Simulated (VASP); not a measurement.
# Si16H5Cl in VASP: single point with PBE

Aim: the single point of Si16H5Cl with PBE.

Everything below comes from runs of VASP 6.6.1. Logs are shortened: lines on timing, memory, paths and dates and some standing lists are left out, and cuts for length are marked.

### 1 The cell of the first run

The cell holds a slab with vacuum, 22 atoms: a = 7.679 Å, b = 7.679 Å, c = 18.419 Å, α = 90.00°, β = 90.00°, γ = 60.00°.

### 2 Single point, PBE

INCAR reads:

```
ALGO = Normal ; EDIFF = 1E-7
ENCUT = 520 ; GGA = PE
ISIF = 2 ; ISMEAR = 0
LASPH = T ; LCHARG = T
LELF = T ; LREAL = Auto
LVHAR = T ; LWAVE = F
NBANDS = 55 ; NELM = 80
PREC = Accurate ; SIGMA = 0.05
```

KPOINTS reads:

```
k-points
0
Gamma
  2 2 1
```

POSCAR reads:

```
Si16H5Cl
1.0
    7.6791800000      0.0000000000      0.0000000000
    3.8395900000      6.6503650000      0.0000000000
    0.0000000000      0.0000000000     18.4187650000
H Si Cl
5 16 1
Direct
    0.1666667000      0.1666667000      0.0542925000
    0.6666667000      0.1666667000      0.0542925000
    0.1666667000      0.6666667000      0.0542925000
    0.6666667000      0.6666667000      0.0542925000
    0.5129540522     -0.0150688669      0.4281377698
    0.1666667000      0.1666667000      0.1357311000
    0.6666667000      0.1666667000      0.1357311000
    0.1666667000      0.6666667000      0.1357311000
    0.6666667000      0.6666667000      0.1357311000
   -0.1652398615      0.3336467786      0.1785190554
    0.3319637821      0.3335599638      0.1784090944
   -0.1667761365      0.8336400898      0.1750918399
    0.3337079321      0.8323516368      0.1781837077
   -0.1859254280      0.3266772950      0.3090497520
    0.3544419094      0.3256256633      0.3087310396
   -0.1660912898      0.8269296781      0.3028001036
    0.3467901977      0.8075380547      0.3060861327
    0.0102318405     -0.0145136719      0.3446027076
    0.5016423121     -0.0127744996      0.3467599393
    0.0085777895      0.4780630767      0.3157426836
    0.4987523328      0.4964713155      0.3703305674
    0.0026101747     -0.0177898946      0.4586551135
```

Potentials or basis: VASP PAW PBE potentials, release 64 (H, Si, Cl).

The run is started by

```
$ cat potpaw_PBE.64/H/POTCAR potpaw_PBE.64/Si/POTCAR potpaw_PBE.64/Cl/POTCAR > POTCAR
$ mpirun -np 1 vasp_std > vasp.out
```

OUTCAR:

```text
EDIFF = 1E-7
   ENCUT = 520
   GGA = PE
   ISIF = 2
   ISMEAR = 0
   LASPH = T
   LREAL = Auto
   NELM = 80
   PREC = Accurate

 ion  position               nearest neighbor table
   1  0.167  0.167  0.054-   6 1.50
   2  0.667  0.167  0.054-   7 1.50
   3  0.167  0.667  0.054-   8 1.50
   4  0.667  0.667  0.054-   9 1.50
   5  0.513  0.985  0.428-  19 1.50
   6  0.167  0.167  0.136-   1 1.50  10 2.34  11 2.34  13 2.36
   7  0.667  0.167  0.136-   2 1.50  12 2.33  11 2.36  10 2.36
   8  0.167  0.667  0.136-   3 1.50  12 2.33  13 2.35  11 2.35
   9  0.667  0.667  0.136-   4 1.50  12 2.33  13 2.35  10 2.35
  10  0.835  0.334  0.179-   6 2.34   9 2.35   7 2.36  14 2.41
  11  0.332  0.334  0.178-   6 2.34   8 2.35   7 2.36  15 2.41
  12  0.833  0.834  0.175-   7 2.33   8 2.33   9 2.33  16 2.35
  13  0.334  0.832  0.178-   8 2.35   9 2.35   6 2.36  17 2.36
  14  0.814  0.327  0.309-  20 2.31  18 2.37  21 2.38  10 2.41
  15  0.354  0.326  0.309-  20 2.31  19 2.36  21 2.39  11 2.41
  16  0.834  0.827  0.303-  20 2.33  12 2.35  19 2.35  18 2.36
  17  0.347  0.808  0.306-  18 2.35  19 2.35  13 2.36  21 2.38
  18  0.010  0.985  0.345-  22 2.10  17 2.35  16 2.36  14 2.37
  19  0.502  0.987  0.347-   5 1.50  17 2.35  16 2.35  15 2.36
  20  0.009  0.478  0.316-  15 2.31  14 2.31  16 2.33
  21  0.499  0.496  0.370-  14 2.38  17 2.38  15 2.39
  22  0.003  0.982  0.459-  18 2.10

  LATTYP: Found a hexagonal cell.
 ALAT       =     7.6791800344
 C/A-ratio  =     2.3985327753

  Lattice vectors:

 A1 = (  -3.8395900000,  -6.6503650000,   0.0000000000)
 A2 = (   7.6791800000,   0.0000000000,   0.0000000000)
 A3 = (   0.0000000000,   0.0000000000,  18.4187650000)

Analysis of symmetry for initial positions (statically):
=====================================================================
 Subroutine PRICEL returns:
 Original cell was already a primitive cell.

 Routine SETGRP: Setting up the symmetry group for a
 hexagonal supercell.

 Subroutine GETGRP returns: Found  1 space group operations
 (whereof  1 operations were pure point group operations)
 out of a pool of 24 trial point group operations.

The static configuration has the point symmetry C_1 .

Analysis of symmetry for dynamics (positions and initial velocities):
=====================================================================
 Subroutine PRICEL returns:
 Original cell was already a primitive cell.

 Routine SETGRP: Setting up the symmetry group for a
 hexagonal supercell.

 Subroutine GETGRP returns: Found  1 space group operations
 (whereof  1 operations were pure point group operations)
 out of a pool of 24 trial point group operations.

The dynamic configuration has the point symmetry C_1 .

 Subroutine INISYM returns: Found  1 space group operations
 (whereof  1 operations are pure point group operations),
 and found     1 'primitive' translations

----------------------------------------------------------------------------------------

                                     Primitive cell

  volume of cell :     940.6344

  direct lattice vectors                    reciprocal lattice vectors
     7.679180000  0.000000000  0.000000000     0.130222237 -0.075183843  0.000000000
     3.839590000  6.650365000  0.000000000     0.000000000  0.150367687  0.000000000
     0.000000000  0.000000000 18.418765000     0.000000000  0.000000000  0.054292457

  length of vectors
     7.679180000  7.679180034 18.418765000     0.150367687  0.150367687  0.054292457

  position of ions in fractional coordinates (direct lattice)
     0.166666700  0.166666700  0.054292500
     0.666666700  0.166666700  0.054292500
     0.166666700  0.666666700  0.054292500
     0.666666700  0.666666700  0.054292500
     0.512954052  0.984931133  0.428137770
     0.166666700  0.166666700  0.135731100
[... 14 lines left out ...]
     0.498752333  0.496471316  0.370330567
     0.002610175  0.982210105  0.458655114

  ion indices of the primitive-cell ions
   primitive index   ion index
                 1           1
                 2           2
                 3           3
                 4           4
                 5           5
                 6           6
[... 14 lines left out ...]
                21          21
                22          22

----------------------------------------------------------------------------------------

 KPOINTS: k-points

Automatic generation of k-mesh.
 Grid dimensions read from file:
 generate k-points for:    2    2    1

 Generating k-lattice:

  Cartesian coordinates                     Fractional coordinates (reciprocal lattice)
     0.065111119 -0.037591922  0.000000000     0.500000000 -0.000000000  0.000000000
     0.000000000  0.075183843  0.000000000     0.000000000  0.500000000  0.000000000
     0.000000000  0.000000000  0.054292457     0.000000000  0.000000000  1.000000000

  Length of vectors
     0.075183844  0.075183843  0.054292457

  Shift w.r.t. Gamma in fractional coordinates (k-lattice)
     0.000000000  0.000000000  0.000000000

 Subroutine IBZKPT returns following result:
 ===========================================

 Found      4 irreducible k-points:

 Following reciprocal coordinates:
            Coordinates               Weight
  0.000000  0.000000  0.000000      1.000000
  0.500000  0.000000  0.000000      1.000000
  0.500000  0.500000  0.000000      1.000000
  0.000000  0.500000  0.000000      1.000000
   k-points           NKPTS =      4   k-points in BZ     NKDIM =      4   number of bands    NBANDS=     55
   number of dos      NEDOS =    301   number of ions     NIONS =     22
   total plane-waves  NPLWV = 504000
   dimension x,y,z NGX =    60 NGY =   60 NGZ =  140
   dimension x,y,z NGXF=   120 NGYF=  120 NGZF=  280
   ions per type =               5  16   1
   NGX,Y,Z   is equivalent  to a cutoff of  12.99, 12.99, 12.64 a.u.
   NGXF,Y,Z  is equivalent  to a cutoff of  25.98, 25.98, 25.27 a.u.
 SYSTEM =  unknown system
   PREC   = accura    normal or accurate (medium, high low for compatibility)
   ISTART =      0    job   : 0-new  1-cont  2-samecut
   ICHARG =      2    charge: 1-file 2-atom 10-const
   ISPIN  =      1    spin polarized calculation?
   LNONCOLLINEAR =      F non collinear calculations
   LSORBIT =      F    spin-orbit coupling
   LASPH  =      T    aspherical Exc in radial PAW
   ENCUT  =  520.0 eV  38.22 Ry    6.18 a.u.  14.28 14.28 34.25*2*pi/ulx,y,z
   NELM   =     80;   NELMIN=  2; NELMDL= -5     # of ELM steps
   EDIFF  = 0.1E-06   stopping-criterion for ELM
   LREAL  =      T    real-space projection
   EDIFFG = 0.1E-05   stopping-criterion for IOM
   NSW    =      0    number of steps for IOM
   IBRION =     -1    ionic relax: 0-MD 1-quasi-New 2-CG
   NFREE  =      0    steps in history (QN), initial steepest desc. (CG)
   ISIF   =      2    stress and relaxation
   ISYM   =      2    0-nonsym 1-usesym 2-fastsym
   POTIM  = 0.5000    time-step for ionic-motion
   TEBEG  =    0.0;   TEEND  =   0.0 temperature during run
   PSTRESS=    0.0 pullay stress
   NELECT =      76.0000    total number of electrons
   NUPDOWN=      -1.0000    fix difference up-down
   EMIN   =  10.00;   EMAX   =-10.00  energy-range for DOS
   EFERMI =   0.00;   METHOD = LEGACY
   ISMEAR =     0;   SIGMA  =   0.05  broadening in eV -4-tet -1-fermi 0-gaus
   EFERMI_NEDOS =   21; number of points for ismear=-14 and -15
   IALGO  =     38    algorithm
   IMIX   =      4    mixing-type and parameters
     AMIX     =   0.40;   BMIX     =  1.00
     AMIX_MAG =   1.60;   BMIX_MAG =  1.00
  volume/ion in A,a.u.               =      42.76       288.53
  Fermi-wavevector in a.u.,A,eV,Ry     =   0.707738  1.337431  6.815061  0.500893
  Thomas-Fermi vector in A             =   1.793866
   LORBIT       =      0    0 simple, 1 ext, 2 COOP (PROOUT), +10 PAW based schemes
   GGA     = PE    functional components
   LHFCALC =     F    Hartree Fock is set to
   AEXX    =    0.0000 exact exchange contribution
   IVDW    =     0    specifies the selected vdW correction
   LEPSILON=     F    determine dielectric tensor
   LRPA    =     F    only Hartree local field effects (RPA)
 non-spin polarized calculation
 Gauss-broadening in eV      SIGMA  =   0.05
  energy-cutoff  :      520.00
  volume of cell :      940.63
 maximum number of plane-waves:     25382
 NGX is ok and might be reduce to    60
   NGX = 29   NGY = 29   NGZ = 69

 number of electron      76.0000003 magnetization

 Free energy of the ion-electron system (eV)
  ---------------------------------------------------
  ext. energy  EPLUGINS =         0.00000000
  ---------------------------------------------------
  free energy    TOTEN  =      -103.25049280 eV

  energy without entropy =     -103.25048624  energy(sigma->0) =     -103.25048952

 E-fermi :  -1.0387     XC(G=0):  -4.3690

 val. band max:       -1.1775251087   @ k =   0.0000   0.0000   0.0000
 cond. band min:      -0.9001608649   @ k =   0.0000   0.0000   0.0000
 fundamental gap:      0.2773642438
 Fermi energy:        -1.0386886636

 k-point     1 :       0.0000    0.0000    0.0000
  band No.  band energies     occupation
      1     -16.7711      2.00000
      2     -12.4844      2.00000
      3     -11.2594      2.00000
      4     -10.3318      2.00000
      5     -10.2719      2.00000
      6     -10.2395      2.00000
[... 42 lines left out ...]
     49       1.6651      0.00000
     50       1.8096      0.00000

 k-point     2 :       0.5000    0.0000    0.0000
  band No.  band energies     occupation
      1     -16.7705      2.00000
      2     -11.8789      2.00000
      3     -11.6734      2.00000
      4     -10.6238      2.00000
      5     -10.5896      2.00000
      6     -10.4614      2.00000
[... 42 lines left out ...]
     49       2.6928      0.00000
     50       2.7786      0.00000

 k-point     3 :       0.5000    0.5000    0.0000
  band No.  band energies     occupation
      1     -16.7706      2.00000
      2     -11.8923      2.00000
      3     -11.6565      2.00000
      4     -10.6366      2.00000
      5     -10.5413      2.00000
      6     -10.4944      2.00000
[... 42 lines left out ...]
     49       2.7511      0.00000
     50       2.8236      0.00000

 k-point     4 :       0.0000    0.5000    0.0000
  band No.  band energies     occupation
      1     -16.7706      2.00000
      2     -11.8337      2.00000
      3     -11.7371      2.00000
      4     -10.6239      2.00000
      5     -10.5814      2.00000
      6     -10.4615      2.00000
[... 42 lines left out ...]
     49       2.6784      0.00000
     50       2.6999      0.00000
 [bands above 50 left out]

------------------------ aborting loop because EDIFF is reached ----------------------------------------

  FORCE on cell =-STRESS in cart. coord.  units (eV):
  Direction    XX          YY          ZZ          XY          YZ          ZX
  --------------------------------------------------------------------------------------
  -------------------------------------------------------------------------------------
  Total        4.1579063      4.2225161      0.0434577     -0.0630424      0.0936095     -0.0122066
  in kB        7.0821390      7.1921885      0.0740212     -0.1073797      0.1594446     -0.0207913
  external PRESSURE =       4.7827829 kB  Pullay stress =       0.0000000 kB

 VOLUME and BASIS-vectors are now :
 -----------------------------------------------------------------------------
  energy-cutoff  :      520.00
  volume of cell :      940.63
      direct lattice vectors                 reciprocal lattice vectors
     7.679180000  0.000000000  0.000000000     0.130222237 -0.075183843  0.000000000
     3.839590000  6.650365000  0.000000000     0.000000000  0.150367687  0.000000000
     0.000000000  0.000000000 18.418765000     0.000000000  0.000000000  0.054292457

 POSITION                                       TOTAL-FORCE (eV/Angst)
 -----------------------------------------------------------------------------------
      1.91980      1.10839      1.00000        -0.008185      0.004645     -0.068411
      5.75939      1.10839      1.00000         0.008927      0.069099     -0.069998
      3.83959      4.43358      1.00000        -0.005852     -0.046953     -0.054436
      7.67918      4.43358      1.00000        -0.000180     -0.053843     -0.056890
      7.72080      6.55015      7.88577        -0.001973      0.002975     -0.013779
      1.91980      1.10839      2.50000         0.024441     -0.144667      0.176964
[... 14 lines left out ...]
      5.73626      3.30172      6.82103         0.000403      0.004190     -0.017156
      3.79133      6.53206      8.44786         0.002243      0.001139     -0.057189
 -----------------------------------------------------------------------------------
    total drift:                               -0.002063     -0.003015     -0.000795

  FREE ENERGIE OF THE ION-ELECTRON SYSTEM (eV)
  ---------------------------------------------------
  free  energy   TOTEN  =      -103.2504928044 eV

  energy  without entropy=     -103.2504862353  energy(sigma->0) =     -103.25048952
```

Run time: 9.7 min. Hardware: 1 thread of AMD EPYC 9R14 (Zen 4), shared host; peak memory 0.95 GiB.

What came out:

| Quantity | Value |
| --- | --- |
| Free energy | -103.2505 eV |
| Largest force | 0.230 eV/Å |
| Band gap on the k mesh | 0.28 eV, direct |

Forces in eV/Å, atoms in the order of the input:
```
H   -0.008  0.005 -0.068
H    0.009  0.069 -0.070
H   -0.006 -0.047 -0.054
H    0.000 -0.054 -0.057
H   -0.002  0.003 -0.014
Si   0.024 -0.145  0.177
Si   0.004  0.185  0.047
Si   0.104 -0.033  0.030
Si  -0.121 -0.003  0.007
Si  -0.001  0.000 -0.004
Si   0.003 -0.003 -0.003
Si  -0.001  0.004  0.006
Si  -0.002  0.017  0.010
Si  -0.006 -0.002  0.017
Si   0.004 -0.001  0.006
Si   0.004 -0.001 -0.004
Si   0.001 -0.005  0.012
Si  -0.001  0.003  0.039
Si  -0.005  0.002  0.000
Si  -0.005  0.001 -0.002
Si   0.000  0.004 -0.017
Cl   0.002  0.001 -0.057
```

Caveat: the k points lie up to 0.47 Å⁻¹ apart.
